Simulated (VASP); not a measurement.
The system is PbS.

```
Pb S
1.0
     4.08970    0.00000    0.00000
    -2.04485    3.54178    0.00000
     0.00000    0.00000    3.78817
Pb S
1 1
Direct
  0.00000 0.00000 0.00000
  0.66667 0.33333 0.50000
```

Base run:

* Program: VASP 6.6.1
* Functional: PBEsol
* Potentials or basis: VASP PAW PBE potentials, release 64 (Pb_d, S)
* Cutoff: 500 eV
* k mesh: 12 × 12 × 8
* Occupations: fermi-dirac, width 0.05 eV
* Spin: no spin polarisation

Its results: band gap on the k mesh zero (bands 10 and 11 overlap by 0.54 eV); pressure -3.0 GPa.

Task: After a change of settings the same cell gave: band gap on the k mesh zero (bands 10 and 11 overlap by 0.44 eV); pressure -5.5 GPa. Which change was it?
A. k mesh from 12 × 12 × 8 to 6 × 6 × 6
B. k mesh from 12 × 12 × 8 to 3 × 3 × 2
C. k mesh from 12 × 12 × 8 to 3 × 3 × 4
D. k mesh from 12 × 12 × 8 to 6 × 6 × 4

Result: B.

Caveats: some runs use coarse meshes; semilocal functionals underestimate gaps, and a narrow one can read as zero; the PAW data sets were made with another functional, which shifts forces and pressure a little; spin-orbit coupling is left out, which moves the levels of the heavy elements.
